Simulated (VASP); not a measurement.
# SrB3Pt (Pm-3m) in VASP: notebook, part 2 of 2

VASP 6.6.1.

**3. Relaxation of cell and atoms, PBE**

This run uses another cell than the first one, of 14.18 Å³/atom, 0.728 times its volume.

Contents of INCAR:

```
PREC = Accurate
ENCUT = 600
EDIFF = 1E-7
ISMEAR = 0
SIGMA = 0.1
LREAL = False
LASPH = True
NELM = 80
ALGO = Normal
ISIF = 3
LWAVE = False
LCHARG = False
GGA = PE
IBRION = 2
NSW = 90
EDIFFG = -0.04
```

Contents of KPOINTS:

```
regular mesh
0
Gamma
  4 4 4
```

Contents of POSCAR:

```
SrB3Pt
1.0
    4.1388511800      0.0000000000      0.0000000000
    0.0000000000      4.1388511800      0.0000000000
    0.0000000000      0.0000000000      4.1388511800
Sr B Pt
1 3 1
Direct
    0.0000000000      0.0000000000      0.0000000000
    0.5000000000      0.0000000000      0.0000000000
    0.0000000000      0.5000000000      0.0000000000
    0.0000000000      0.0000000000      0.5000000000
    0.5000000000      0.5000000000      0.5000000000
```

Potentials or basis: VASP PAW PBE potentials, release 64 (Sr_sv, B, Pt).

On the command line:

```bash
$ cat potpaw_PBE.64/Sr_sv/POTCAR potpaw_PBE.64/B/POTCAR potpaw_PBE.64/Pt/POTCAR > POTCAR
$ mpirun -np 1 vasp_std > vasp.out
```

OUTCAR:

```text
PREC = Accurate
   ENCUT = 600
   EDIFF = 1E-7
   ISMEAR = 0
   LREAL = False
   LASPH = True
   NELM = 80
   ISIF = 3
   GGA = PE
   IBRION = 2
   NSW = 90
   EDIFFG = -0.04

 ion  position               nearest neighbor table
   1  0.000  0.000  0.000-   2 2.07   3 2.07   4 2.07   4 2.07   3 2.07   2 2.07   5 3.58   5 3.58
                             5 3.58   5 3.58   5 3.58   5 3.58   5 3.58   5 3.58
   2  0.500  0.000  0.000-   1 2.07   1 2.07
   3  0.000  0.500  0.000-   1 2.07   1 2.07
   4  0.000  0.000  0.500-   1 2.07   1 2.07
   5  0.500  0.500  0.500-   1 3.58   1 3.58   1 3.58   1 3.58   1 3.58   1 3.58   1 3.58   1 3.58

  LATTYP: Found a simple cubic cell.
 ALAT       =     4.1388511800

  Lattice vectors:

 A1 = (   4.1388511800,   0.0000000000,   0.0000000000)
 A2 = (   0.0000000000,   4.1388511800,   0.0000000000)
 A3 = (   0.0000000000,   0.0000000000,   4.1388511800)

Analysis of symmetry for initial positions (statically):
=====================================================================
 Subroutine PRICEL returns:
 Original cell was already a primitive cell.

 Routine SETGRP: Setting up the symmetry group for a
 simple cubic supercell.

 Subroutine GETGRP returns: Found 48 space group operations
 (whereof 48 operations were pure point group operations)
 out of a pool of 48 trial point group operations.

The static configuration has the point symmetry O_h .

Analysis of symmetry for dynamics (positions and initial velocities):
=====================================================================
 Subroutine PRICEL returns:
 Original cell was already a primitive cell.

 Routine SETGRP: Setting up the symmetry group for a
 simple cubic supercell.

 Subroutine GETGRP returns: Found 48 space group operations
 (whereof 48 operations were pure point group operations)
 out of a pool of 48 trial point group operations.

The dynamic configuration has the point symmetry O_h .

 Subroutine INISYM returns: Found 48 space group operations
 (whereof 48 operations are pure point group operations),
 and found     1 'primitive' translations

----------------------------------------------------------------------------------------

                                     Primitive cell

  volume of cell :      70.8989

  direct lattice vectors                    reciprocal lattice vectors
     4.138851180  0.000000000  0.000000000     0.241612940  0.000000000  0.000000000
     0.000000000  4.138851180  0.000000000     0.000000000  0.241612940  0.000000000
     0.000000000  0.000000000  4.138851180     0.000000000  0.000000000  0.241612940

  length of vectors
     4.138851180  4.138851180  4.138851180     0.241612940  0.241612940  0.241612940

  position of ions in fractional coordinates (direct lattice)
     0.000000000  0.000000000  0.000000000
     0.500000000  0.000000000  0.000000000
     0.000000000  0.500000000  0.000000000
     0.000000000  0.000000000  0.500000000
     0.500000000  0.500000000  0.500000000

  ion indices of the primitive-cell ions
   primitive index   ion index
                 1           1
                 2           2
                 3           3
                 4           4
                 5           5

[... 31 lines left out ...]
  0.250000  0.250000  0.000000     12.000000
  0.500000  0.250000  0.000000     12.000000
  0.500000  0.500000  0.000000      3.000000
  0.250000  0.250000  0.250000      8.000000
  0.500000  0.250000  0.250000     12.000000
  0.500000  0.500000  0.250000      6.000000
  0.500000  0.500000  0.500000      1.000000
   k-points           NKPTS =     10   k-points in BZ     NKDIM =     10   number of bands    NBANDS=     18
   number of dos      NEDOS =    301   number of ions     NIONS =      5
   total plane-waves  NPLWV =  46656
   dimension x,y,z NGX =    36 NGY =   36 NGZ =   36
   dimension x,y,z NGXF=    72 NGYF=   72 NGZF=   72
   ions per type =               1   3   1
   NGX,Y,Z   is equivalent  to a cutoff of  14.46, 14.46, 14.46 a.u.
   NGXF,Y,Z  is equivalent  to a cutoff of  28.92, 28.92, 28.92 a.u.
 SYSTEM =  unknown system
   PREC   = accura    normal or accurate (medium, high low for compatibility)
   ISTART =      0    job   : 0-new  1-cont  2-samecut
   ICHARG =      2    charge: 1-file 2-atom 10-const
   ISPIN  =      1    spin polarized calculation?
   LNONCOLLINEAR =      F non collinear calculations
   LSORBIT =      F    spin-orbit coupling
   LASPH  =      T    aspherical Exc in radial PAW
   ENCUT  =  600.0 eV  44.10 Ry    6.64 a.u.   8.27  8.27  8.27*2*pi/ulx,y,z
   NELM   =     80;   NELMIN=  2; NELMDL= -5     # of ELM steps
   EDIFF  = 0.1E-06   stopping-criterion for ELM
   LREAL  =      F    real-space projection
   EDIFFG = -.4E-01   stopping-criterion for IOM
   NSW    =     90    number of steps for IOM
   IBRION =      2    ionic relax: 0-MD 1-quasi-New 2-CG
   NFREE  =      1    steps in history (QN), initial steepest desc. (CG)
   ISIF   =      3    stress and relaxation
   ISYM   =      2    0-nonsym 1-usesym 2-fastsym
   POTIM  = 0.5000    time-step for ionic-motion
   TEBEG  =    0.0;   TEEND  =   0.0 temperature during run
   PSTRESS=    0.0 pullay stress
   NELECT =      29.0000    total number of electrons
   NUPDOWN=      -1.0000    fix difference up-down
   EMIN   =  10.00;   EMAX   =-10.00  energy-range for DOS
   EFERMI =   0.00;   METHOD = LEGACY
   ISMEAR =     0;   SIGMA  =   0.10  broadening in eV -4-tet -1-fermi 0-gaus
   EFERMI_NEDOS =   21; number of points for ismear=-14 and -15
   IALGO  =     38    algorithm
   IMIX   =      4    mixing-type and parameters
     AMIX     =   0.40;   BMIX     =  1.00
     AMIX_MAG =   1.60;   BMIX_MAG =  1.00
  volume/ion in A,a.u.               =      14.18        95.69
  Fermi-wavevector in a.u.,A,eV,Ry     =   1.215237  2.296465 20.093100  1.476801
  Thomas-Fermi vector in A             =   2.350631
   LORBIT       =      0    0 simple, 1 ext, 2 COOP (PROOUT), +10 PAW based schemes
   GGA     = PE    functional components
   LHFCALC =     F    Hartree Fock is set to
   AEXX    =    0.0000 exact exchange contribution
   IVDW    =     0    specifies the selected vdW correction
   LEPSILON=     F    determine dielectric tensor
   LRPA    =     F    only Hartree local field effects (RPA)
 conjugate gradient relaxation of ions
 non-spin polarized calculation
 Gauss-broadening in eV      SIGMA  =   0.10
  energy-cutoff  :      600.00
  volume of cell :       70.90
 maximum number of plane-waves:      2392
 NGX is ok and might be reduce to    36
   NGX = 17   NGY = 17   NGZ = 17

--------------------------------------- Ionic step        1  -------------------------------------------

 number of electron      28.9999999 magnetization

 Free energy of the ion-electron system (eV)
  ---------------------------------------------------
  ext. energy  EPLUGINS =         0.00000000
  ---------------------------------------------------
  free energy    TOTEN  =       -11.57894673 eV

  energy without entropy =      -11.54663534  energy(sigma->0) =      -11.56279104

------------------------ aborting loop because EDIFF is reached ----------------------------------------

  FORCE on cell =-STRESS in cart. coord.  units (eV):
  Direction    XX          YY          ZZ          XY          YZ          ZX
  --------------------------------------------------------------------------------------
  -------------------------------------------------------------------------------------
  Total        5.4968845      5.4968845      5.4968845      0.0000000      0.0000000     -0.0000000
  in kB      124.2189244    124.2189244    124.2189244      0.0000000      0.0000000     -0.0000000
  external PRESSURE =     124.2189244 kB  Pullay stress =       0.0000000 kB
[... 26 lines left out ...]
--------------------------------------- Ionic step        2  -------------------------------------------

 number of electron      29.0000001 magnetization

 E-fermi :   3.2382     XC(G=0): -10.3278

 val. band max:        3.2032199505   @ k =   0.2500   0.0000   0.0000
 cond. band min:       3.3494530726   @ k =   0.5000   0.5000   0.0000
 fundamental gap:      0.1462331222
 Fermi energy:         3.2382318927

 k-point     1 :       0.0000    0.0000    0.0000
  band No.  band energies     occupation
      1     -30.2010      2.00000
      2     -13.0185      2.00000
      3     -13.0185      2.00000
      4     -13.0184      2.00000
      5      -4.5098      2.00000
      6      -1.9855      2.00000
[... 276 lines left out ...]
--------------------------------------- Ionic step        4  -------------------------------------------

 number of electron      28.9999997 magnetization

 Free energy of the ion-electron system (eV)
  ---------------------------------------------------
  ext. energy  EPLUGINS =         0.00000000
  ---------------------------------------------------
  free energy    TOTEN  =       -12.44538353 eV

  energy without entropy =      -12.43665609  energy(sigma->0) =      -12.44101981

 E-fermi :   2.0934     XC(G=0):  -9.5652

 val. band max:        1.9916233687   @ k =   0.5000   0.0000   0.0000
 cond. band min:       2.1994636661   @ k =   0.2500   0.0000   0.0000
 fundamental gap:      0.2078402973
 Fermi energy:         2.0934103329

 k-point     1 :       0.0000    0.0000    0.0000
  band No.  band energies     occupation
      1     -31.4170      2.00000
      2     -14.0041      2.00000
      3     -14.0041      2.00000
      4     -14.0041      2.00000
      5      -5.1877      2.00000
      6      -2.9709      2.00000
[... 231 lines left out ...]
  FREE ENERGIE OF THE ION-ELECTRON SYSTEM (eV)
  ---------------------------------------------------
  free  energy   TOTEN  =       -12.4453835316 eV

  energy  without entropy=      -12.4366560909  energy(sigma->0) =      -12.44101981

 reached required accuracy - stopping structural energy minimisation
```

It took 42 s on 1 thread of Intel Xeon 6975P-C (Granite Rapids), shared host; peak memory 0.22 GiB.

What came out:

| Item | Value |
| --- | --- |
| Free energy | -12.4454 eV |
| Relaxed volume | 19.67 Å³/atom |
| Relaxed cell | a = 4.616 Å, b = 4.616 Å, c = 4.616 Å, α = 90.00°, β = 90.00°, γ = 90.00° |
| Space group after relaxing (to 0.05 Å) | Pm-3m (No. 221) |
| Energy gained by relaxing | 173.3 meV/atom |
| Ionic steps | 4 |
| Pressure after relaxing | 0.0 GPa |

The path:
```tsv
step	energy change (eV)	largest force (eV/Å)	pressure (GPa)	volume (Å³)
1	0.0000	0.0000	12.42	70.90
2	-0.6342	0.0000	5.04	82.79
3	-0.8631	0.0000	-0.52	100.41
4	-0.8664	0.0000	0.01	98.35
```

Final structure:
```
Sr B Pt
1.0
     4.61591    0.00000    0.00000
     0.00000    4.61591    0.00000
     0.00000    0.00000    4.61591
Sr B Pt
1 3 1
Direct
  0.00000 0.00000 0.00000
  0.50000 0.00000 0.00000
  0.00000 0.50000 0.00000
  0.00000 0.00000 0.50000
  0.50000 0.50000 0.50000
```

Levels at points of the mesh, in eV from the Fermi level:
```tsv
k point	band 12	band 13	band 14	band 15	band 16	band 17	band 18
(0.00, 0.00, 0.00)	-1.08	0.13	0.13	0.13	1.36	1.93	1.93
(0.50, 0.00, 0.00)	-1.12	-0.59	-0.30	-0.10	-0.10	1.99	1.99
(0.50, 0.50, 0.00)	-1.05	-0.97	-0.48	-0.22	0.86	1.26	1.26
(0.50, 0.50, 0.50)	-0.99	-0.81	-0.61	-0.61	-0.61	-0.45	-0.21
```

Caveat: the k points lie up to 0.34 Å⁻¹ apart in the final cell; the volume moved by over 15 % at a fixed basis, so the end points are rough; the bands computed are all filled at some k points, so no gap is given; spin-orbit coupling is left out, which moves the levels of the heavy elements.
